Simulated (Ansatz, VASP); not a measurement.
## Ti in VASP and in Ansatz

The input INCAR:

```
ALGO = Normal
EDIFF = 1E-8
ENCUT = 400
GGA = PS
GGA_COMPAT = False
ISIF = 2
ISMEAR = -1
LASPH = True
LCHARG = False
LEFG = True
LREAL = False
LWAVE = False
NBANDS = 12
NELM = 120
PREC = Accurate
SIGMA = 0.05
```

Contents of KPOINTS:

```
k-points
0
Gamma
  14 14 14
```

File POSCAR:

```
Ti
1.0
   -1.6410000000      1.6410000000      1.6574100000
    1.6410000000     -1.6410000000      1.6574100000
    1.6410000000      1.6410000000     -1.6574100000
Ti
1
Direct
    0.0000000000      0.0000000000      0.0000000000
```

Input for Ansatz:

```yaml
crystal:
  lattice:
    - [-1.641, 1.641, 1.65741]
    - [1.641, -1.641, 1.65741]
    - [1.641, 1.641, -1.65741]
  atoms:
    - { symbol: Ti, position: [0.0, 0.0, 0.0] }
kpoints:
  mp_grid: { grid: [14, 14, 14] }
scf:
  occupations: { method: fermi_dirac, width: 0.05 }
hamiltonian:
  xc: pbesol
  pseudopotentials: { kind: all_electron, datasets: crystal }
output:
  forces: true
  stress: true
  eigenvalues: true
  efg: { contact_densities: true }
```

Change from the starting cell: zz strain of +1 %, crystal datasets.

Alike in both runs: task electric field gradients; functional PBEsol; k mesh 14 × 14 × 14; occupations fermi-dirac, width 0.05 eV; no spin polarisation.

```csv
,VASP,Ansatz
version,VASP 6.6.1,Ansatz 0.2.0
potentials or method,"VASP PAW PBE potentials, release 64 (Ti_sv), cutoff 400 eV","all-electron PAW with datasets made for the crystal, scalar-relativistic"
```

Ansatz gave:

- pressure (GPa): -7.5
- traceless stress, the component that is largest in VASP (GPa): 0.18

**Question.** Which values does VASP return?

**Answer.** Pressure (GPa): -8.3; traceless stress, the component that is largest in VASP (GPa): 0.18.

VASP's potentials were made for PBE, not for PBEsol. Ansatz ran all-electron here, and VASP with PAW potentials.
